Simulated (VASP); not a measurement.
# Mn (Fm-3m) in VASP: further runs

Runs on Mn. Level: r2SCAN. Tasks: single point.

All numbers are computed with VASP 6.6.1; they aren't measurements. Logs are shortened: lines on timing, memory, paths and dates and some standing lists are left out, and cuts for length are marked.

## Step 1: The cell of the first run

It takes space group Fm-3m (No. 225, cubic). The conventional cell has a = 3.503 Å, b = 3.503 Å, c = 3.503 Å, α = 90.00°, β = 90.00°, γ = 90.00°. Mn (site symmetry m-3m) has 12 Mn at 2.48 Å within 3.3 Å.

This isn't the form of Mn at room conditions, which is a 58-atom cubic cell.

## Step 2: Single point, r2SCAN, collinear spin, ferromagnetic start

POSCAR

```
Mn
1.0
    0.0000000000      1.7516140687      1.7516140687
    1.7516140687      0.0000000000      1.7516140687
    1.7516140687      1.7516140687      0.0000000000
Mn
1
Direct
    0.0000000000      0.0000000000      0.0000000000
```

INCAR.step1

```
PREC     = Accurate       # precision mode
ENCUT    = 520            # plane-wave cutoff, eV
ISMEAR   = 0              # smearing method
SIGMA    = 0.05           # smearing width, eV
LREAL    = False          # projectors in reciprocal space
LASPH    = True           # aspherical terms in the spheres
NELM     = 150            # most SCF steps
ISPIN    = 2              # spin polarisation
MAGMOM   = 3.5            # initial moments
LMAXMIX  = 4              # l up to which the mixer works
NBANDS   = 16             # bands
GGA      = PE             # functional
ALGO     = Normal         # electronic algorithm
EDIFF    = 1E-4           # SCF threshold, eV
LWAVE    = True           # write WAVECAR
LCHARG   = False          # write CHGCAR
```

INCAR.step2

```
PREC     = Accurate       # precision mode
ENCUT    = 520            # plane-wave cutoff, eV
EDIFF    = 1E-6           # SCF threshold, eV
ISMEAR   = 0              # smearing method
SIGMA    = 0.05           # smearing width, eV
LREAL    = False          # projectors in reciprocal space
LASPH    = True           # aspherical terms in the spheres
NELM     = 150            # most SCF steps
ALGO     = Normal         # electronic algorithm
ISIF     = 2              # what is computed and relaxed
LWAVE    = False          # write WAVECAR
LCHARG   = False          # write CHGCAR
ISPIN    = 2              # spin polarisation
MAGMOM   = 3.5            # initial moments
LORBIT   = 11             # projections on sites
LMAXMIX  = 4              # l up to which the mixer works
METAGGA  = R2SCAN         # meta-GGA
LMIXTAU  = True         
NBANDS   = 16             # bands
ISTART   = 1
```

KPOINTS

```
regular mesh
0
Gamma
  20 20 20
```

Potentials or basis: VASP PAW PBE potentials, release 64 (Mn_pv).

Started as:

```
$ cat potpaw_PBE.64/Mn_pv/POTCAR > POTCAR
$ cp INCAR.step1 INCAR
$ mpirun -np 1 vasp_std > vasp.out
$ cp INCAR.step2 INCAR
$ mpirun -np 1 vasp_std > vasp.out
```

OUTCAR:

```text
PREC = Accurate
   ENCUT = 520
   EDIFF = 1E-6
   ISMEAR = 0
   LREAL = False
   LASPH = True
   NELM = 150
   ISIF = 2
   ISPIN = 2
   LORBIT = 11
   METAGGA = R2SCAN
   ISTART = 1

 ion  position               nearest neighbor table
   1  0.000  0.000  0.000-

  LATTYP: Found a face centered cubic cell.
 ALAT       =     3.5032281374

  Lattice vectors:

 A1 = (   0.0000000000,   1.7516140687,   1.7516140687)
 A2 = (   1.7516140687,   0.0000000000,   1.7516140687)
 A3 = (   1.7516140687,   1.7516140687,   0.0000000000)

Analysis of symmetry for initial positions (statically):
=====================================================================
 Subroutine PRICEL returns:
 Original cell was already a primitive cell.

 Routine SETGRP: Setting up the symmetry group for a
 face centered cubic supercell.

 Subroutine GETGRP returns: Found 48 space group operations
 (whereof 48 operations were pure point group operations)
 out of a pool of 48 trial point group operations.

The static configuration has the point symmetry O_h .

Analysis of symmetry for dynamics (positions and initial velocities):
=====================================================================
 Subroutine PRICEL returns:
 Original cell was already a primitive cell.

 Routine SETGRP: Setting up the symmetry group for a
 face centered cubic supercell.

 Subroutine GETGRP returns: Found 48 space group operations
 (whereof 48 operations were pure point group operations)
 out of a pool of 48 trial point group operations.

The dynamic configuration has the point symmetry O_h .

Analysis of structural, dynamic, and magnetic symmetry:
=====================================================================
 Subroutine PRICEL returns:
 Original cell was already a primitive cell.

 Routine SETGRP: Setting up the symmetry group for a
 face centered cubic supercell.

 Subroutine GETGRP returns: Found 48 space group operations
 (whereof 48 operations were pure point group operations)
 out of a pool of 48 trial point group operations.

The overall configuration has the point symmetry O_h .

 Subroutine INISYM returns: Found 48 space group operations
 (whereof 48 operations are pure point group operations),
 and found     1 'primitive' translations

----------------------------------------------------------------------------------------

                                     Primitive cell

  volume of cell :      10.7484

  direct lattice vectors                    reciprocal lattice vectors
     0.000000000  1.751614069  1.751614069    -0.285451007  0.285451007  0.285451007
[... 103 lines left out ...]
     AMIX     =   0.40;   BMIX     =  1.00
     AMIX_MAG =   1.60;   BMIX_MAG =  1.00
  volume/ion in A,a.u.               =      10.75        72.53
  Fermi-wavevector in a.u.,A,eV,Ry     =   1.744245  3.296145 41.394245  3.042391
  Thomas-Fermi vector in A             =   2.816162
   LORBIT       =     11    0 simple, 1 ext, 2 COOP (PROOUT), +10 PAW based schemes
   METAGGA = R2SCAN    functional components
   LHFCALC =     F    Hartree Fock is set to
   AEXX    =    0.0000 exact exchange contribution
   IVDW    =     0    specifies the selected vdW correction
   LEPSILON=     F    determine dielectric tensor
   LRPA    =     F    only Hartree local field effects (RPA)
 spin polarized calculation
 Gauss-broadening in eV      SIGMA  =   0.05
  energy-cutoff  :      520.00
  volume of cell :       10.75
 maximum number of plane-waves:       303
   NGX =  9   NGY =  9   NGZ =  9

 number of electron      12.9999999 magnetization      -0.0998049

 number of electron      12.9999999 magnetization       0.0007875

 Free energy of the ion-electron system (eV)
  ---------------------------------------------------
  ext. energy  EPLUGINS =         0.00000000
  ---------------------------------------------------
  free energy    TOTEN  =       -14.25024709 eV

  energy without entropy =      -14.24855483  energy(sigma->0) =      -14.24940096

 E-fermi :  10.4495     XC(G=0): -15.4098

 val. band max:       10.4410316359   @ k =   0.1500   0.1500   0.0000
 cond. band min:      10.4501761541   @ k =   0.2500   0.2000   0.0000
 fundamental gap:      0.0091445182
 Fermi energy:        10.4495322413

 spin component 1

 k-point     1 :       0.0000    0.0000    0.0000
  band No.  band energies     occupation
      1     -39.0608      1.00000
      2     -39.0608      1.00000
      3     -39.0606      1.00000
      4       1.5417      1.00000
      5       9.1519      1.00000
      6       9.1520      1.00000
[... 435 lines left out ...]
      5       9.0870      1.00000
      6       9.2409      1.00000
[... 8 lines left out ...]
     15      40.6774      0.00000
     16      42.0164      0.00000

 [... further k-points ...]

 spin component 2

 k-point     1 :       0.0000    0.0000    0.0000
  band No.  band energies     occupation
      1     -39.0596      1.00000
      2     -39.0596      1.00000
      3     -39.0594      1.00000
      4       1.5416      1.00000
      5       9.1519      1.00000
      6       9.1520      1.00000
[... 435 lines left out ...]
      5       9.0872      1.00000
      6       9.2420      1.00000
[... 8 lines left out ...]
     15      40.6781      0.00000
     16      42.0170      0.00000

 [... further k-points ...]

------------------------ aborting loop because EDIFF is reached ----------------------------------------

  FORCE on cell =-STRESS in cart. coord.  units (eV):
  Direction    XX          YY          ZZ          XY          YZ          ZX
  --------------------------------------------------------------------------------------
  -------------------------------------------------------------------------------------
  Total       -0.5357537     -0.5357537     -0.5357537      0.0000000      0.0000000     -0.0000000
  in kB      -79.8602228    -79.8602228    -79.8602228      0.0000000      0.0000000     -0.0000000
  external PRESSURE =     -79.8602228 kB  Pullay stress =       0.0000000 kB

 VOLUME and BASIS-vectors are now :
 -----------------------------------------------------------------------------
  energy-cutoff  :      520.00
  volume of cell :       10.75
      direct lattice vectors                 reciprocal lattice vectors
     0.000000000  1.751614069  1.751614069    -0.285451007  0.285451007  0.285451007
     1.751614069  0.000000000  1.751614069     0.285451007 -0.285451007  0.285451007
     1.751614069  1.751614069  0.000000000     0.285451007  0.285451007 -0.285451007

 POSITION                                       TOTAL-FORCE (eV/Angst)
 -----------------------------------------------------------------------------------
      0.00000      0.00000      0.00000        -0.000000      0.000000      0.000000
 -----------------------------------------------------------------------------------
    total drift:                                0.000000     -0.000000      0.000000

  FREE ENERGIE OF THE ION-ELECTRON SYSTEM (eV)
  ---------------------------------------------------
  free  energy   TOTEN  =       -14.2502470865 eV

  energy  without entropy=      -14.2485548270  energy(sigma->0) =      -14.24940096

 total charge

# of ion       s       p       d       tot
------------------------------------------
    1        0.461   6.422   5.123  12.006

 magnetization (x)

# of ion       s       p       d       tot
------------------------------------------
    1        0.000   0.000   0.001   0.001
```

OUTCAR.step1:

```text
PREC = Accurate
   ENCUT = 520
   ISMEAR = 0
   LREAL = False
   LASPH = True
   NELM = 150
[... 1147 lines left out ...]

 POSITION                                       TOTAL-FORCE (eV/Angst)
 -----------------------------------------------------------------------------------
      0.00000      0.00000      0.00000         0.000000      0.000000     -0.000000
 -----------------------------------------------------------------------------------
    total drift:                                0.000000     -0.000000     -0.000000

  FREE ENERGIE OF THE ION-ELECTRON SYSTEM (eV)
  ---------------------------------------------------
  free  energy   TOTEN  =        -8.9166365293 eV

  energy  without entropy=       -8.9147872319  energy(sigma->0) =       -8.91571188
```

Run time: 3.7 min. Hardware: 1 thread of Intel Xeon 6975P-C (Granite Rapids), shared host; peak memory 0.17 GiB.

Results:

| Quantity | Value |
| --- | --- |
| Free energy | -14.2502 eV |
| Pressure | -8.0 GPa |
| Net moment | 0.00 μB per cell |
| Valence electrons inside the program's atomic spheres | Mn 12.01 |

Caveat: the cell stands under tension; the moments typed at the start vanished in this run; the PAW data sets were made with another functional, which shifts forces and pressure a little.

## Step 3: Single point, r2SCAN, collinear spin, ferromagnetic start (10.83 Å³/atom)

This run uses another cell than the first one, of 10.83 Å³/atom.

POSCAR

```
Mn
1.0
    0.0000000000      1.7561332140      1.7561332140
    1.7561332140      0.0000000000      1.7561332140
    1.7561332140      1.7561332140      0.0000000000
Mn
1
Direct
    0.0000000000      0.0000000000      0.0000000000
```

INCAR.step1

```
SYSTEM = Mn
ALGO = Normal
EDIFF = 1E-4
ENCUT = 520
GGA = PE
ISMEAR = 0
ISPIN = 2
LASPH = .True.
LCHARG = .False.
LMAXMIX = 4
LREAL = .False.
LWAVE = .True.
MAGMOM = 1.06
NBANDS = 16
NELM = 150
PREC = Accurate
SIGMA = 0.05
```

INCAR.step2

```
SYSTEM = Mn
ALGO = Normal
EDIFF = 1E-6
ENCUT = 520
ISIF = 2
ISMEAR = 0
ISPIN = 2
ISTART = 1
LASPH = .True.
LCHARG = .False.
LMAXMIX = 4
LMIXTAU = .True.
LORBIT = 11
LREAL = .False.
LWAVE = .False.
MAGMOM = 1.06
METAGGA = R2SCAN
NBANDS = 16
NELM = 150
PREC = Accurate
SIGMA = 0.05
```

KPOINTS

```
k-points
0
Gamma
  20 20 20
  0 0 0
```

Potentials or basis: VASP PAW PBE potentials, release 64 (Mn_pv).

Started as:

```
$ cat potpaw_PBE.64/Mn_pv/POTCAR > POTCAR
$ cp INCAR.step1 INCAR
$ mpirun -np 1 vasp_std > vasp.out
$ cp INCAR.step2 INCAR
$ mpirun -np 1 vasp_std > vasp.out
```

Wall time 3.9 min (1 thread of Intel Xeon 6975P-C (Granite Rapids), shared host); peak memory 0.18 GiB.

It converged, with:

```yaml
Free_energy: -14.2456 eV
Pressure: -10.0 GPa
Net_moment: 0.00 μB per cell
Valence_electrons_inside_the_program's_atomic_spheres: Mn 11.99
```

Levels at points of the mesh, in eV from the Fermi level:
Spin up:
| k point | band 5 | band 6 | band 7 | band 8 | band 9 | band 10 |
| --- | --- | --- | --- | --- | --- | --- |
| (0.00, 0.00, 0.00) | -1.28 | -1.28 | -1.28 | 0.61 | 0.61 | 21.93 |
| (0.50, 0.00, 0.00) | -1.31 | -1.31 | 0.24 | 1.69 | 1.69 | 9.21 |
| (0.50, 0.50, 0.00) | -4.17 | 1.75 | 1.93 | 1.93 | 3.43 | 12.53 |
Spin down:
```csv
k point,band 5,band 6,band 7,band 8,band 9,band 10
"(0.00, 0.00, 0.00)",-1.28,-1.28,-1.28,0.61,0.61,21.93
"(0.50, 0.00, 0.00)",-1.31,-1.31,0.24,1.69,1.69,9.21
"(0.50, 0.50, 0.00)",-4.17,1.76,1.93,1.93,3.43,12.53
```

Caveat: the cell stands under tension; the moments typed at the start vanished in this run; the PAW data sets were made with another functional, which shifts forces and pressure a little.

## Step 4: Single point, r2SCAN, collinear spin, ferromagnetic start

This run uses another cell than the first one, of 10.83 Å³/atom.

POSCAR is that of step 3.

INCAR.step1

```
PREC = Accurate
ENCUT = 520
ISMEAR = 0
SIGMA = 0.05
LREAL = F
LASPH = T
NELM = 150
ISPIN = 2
MAGMOM = 0.5
LMAXMIX = 4
NBANDS = 16
GGA = PE
ALGO = Normal
EDIFF = 1E-4
LWAVE = T
LCHARG = F
```

INCAR.step2

```
PREC = Accurate
ENCUT = 520
EDIFF = 1E-7
ISMEAR = 0
SIGMA = 0.05
LREAL = F
LASPH = T
NELM = 150
ALGO = Normal
ISIF = 2
LWAVE = F
LCHARG = T
ISPIN = 2
MAGMOM = 0.5
LORBIT = 11
LMAXMIX = 4
METAGGA = R2SCAN
LMIXTAU = T
LELF = T
LVHAR = T
NBANDS = 16
ISTART = 1
```

KPOINTS

```
Automatic mesh
0
Gamma
  20 20 20
```

Started as:

```
$ cat potpaw_PBE.64/Mn_pv/POTCAR > POTCAR
$ cp INCAR.step1 INCAR
$ mpirun -np 1 vasp_std > vasp.out
$ cp INCAR.step2 INCAR
$ mpirun -np 1 vasp_std > vasp.out
```

It took 4.2 min on 1 thread of Intel Xeon 6975P-C (Granite Rapids), shared host; peak memory 0.18 GiB.

It converged, with:

- Free energy: -14.2456 eV
- Pressure: -10.0 GPa
- Net moment: 0.00 μB per cell
- Valence electrons inside the program's atomic spheres: Mn 11.99

Levels at points of the mesh, in eV from the Fermi level:
Spin up:
| k point | band 3 | band 4 | band 5 | band 6 | band 7 | band 8 | band 9 | band 10 | band 11 | band 12 |
| --- | --- | --- | --- | --- | --- | --- | --- | --- | --- | --- |
| (0.00, 0.00, 0.00) | -49.52 | -8.87 | -1.28 | -1.28 | -1.28 | 0.61 | 0.61 | 21.93 | 27.83 | 28.22 |
| (0.50, 0.00, 0.00) | -49.62 | -4.83 | -1.31 | -1.31 | 0.24 | 1.69 | 1.69 | 9.21 | 20.76 | 27.08 |
| (0.50, 0.50, 0.00) | -49.79 | -4.90 | -4.17 | 1.76 | 1.93 | 1.93 | 3.43 | 12.53 | 16.42 | 16.42 |
Spin down:
```
           k point  band 4  band 5  band 6  band 7  band 8  band 9  band 10  band 11
(0.00, 0.00, 0.00)   -8.87   -1.28   -1.28   -1.28    0.61    0.61    21.93    27.83
(0.50, 0.00, 0.00)   -4.83   -1.31   -1.31    0.24    1.69    1.69     9.21    20.76
(0.50, 0.50, 0.00)   -4.90   -4.17    1.76    1.93    1.93    3.43    12.53    16.42
```

Caveat: the cell stands under tension; the PAW data sets were made with another functional, which shifts forces and pressure a little.
